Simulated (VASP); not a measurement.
# Mo: single point with PBE

Crystal: Mo.

```
Mo
1.0
    -1.53021    1.68823    1.52223
     1.53021   -1.68823    1.52223
     1.53021    1.68823   -1.52223
Mo
1
Cartesian
  0.0000 0.0000 0.0000
```

This cell differs from its parent crystal: strain +e along x and -e along y -0.0500, strain +e along z and -e/2 along x and y -0.0367.

```json
{
  "Program": "VASP 6.6.1",
  "Task": "single point",
  "Functional": "PBE",
  "Potentials or basis": "VASP PAW PBE potentials, release 64 (Mo_sv)",
  "Cutoff": "520 eV",
  "k mesh": "20 × 20 × 20",
  "Occupations": "gaussian, width 0.15 eV",
  "Spin": "no spin polarisation"
}
```

The pressure is 2.6 GPa and the band gap on the k mesh is zero (bands 7 and 8 overlap by 4.71 eV).

Stress tensor (GPa, compression positive):
```
 10.55   0.00   0.00
  0.00 -14.84   0.00
  0.00   0.00  12.21
```

Levels at points of the mesh, in eV from the Fermi level:
```csv
k point,band 5,band 6,band 7,band 8,band 9,band 10
"(0.00, 0.00, 0.00)",-7.21,-1.63,-1.56,-0.54,0.87,2.21
"(0.50, 0.00, 0.00)",-5.23,-2.93,0.79,1.42,2.59,4.53
"(0.00, 0.50, 0.00)",-5.37,-4.06,2.17,2.59,2.82,4.83
"(0.50, 0.50, 0.00)",-5.22,-2.86,0.75,1.37,2.51,4.53
"(0.50, 0.50, 0.50)",-5.49,-5.24,3.75,4.09,4.10,7.33
```

Run time: 110 s on 1 thread of AMD EPYC 9R45 (Zen 5) (shared host), peak memory 0.28 GiB.

Caveat: the cell differs from its parent crystal (strain +e along x and -e along y -0.0500, strain +e along z and -e/2 along x and y -0.0367); the stress differs along the axes, from -15 to 12 GPa.
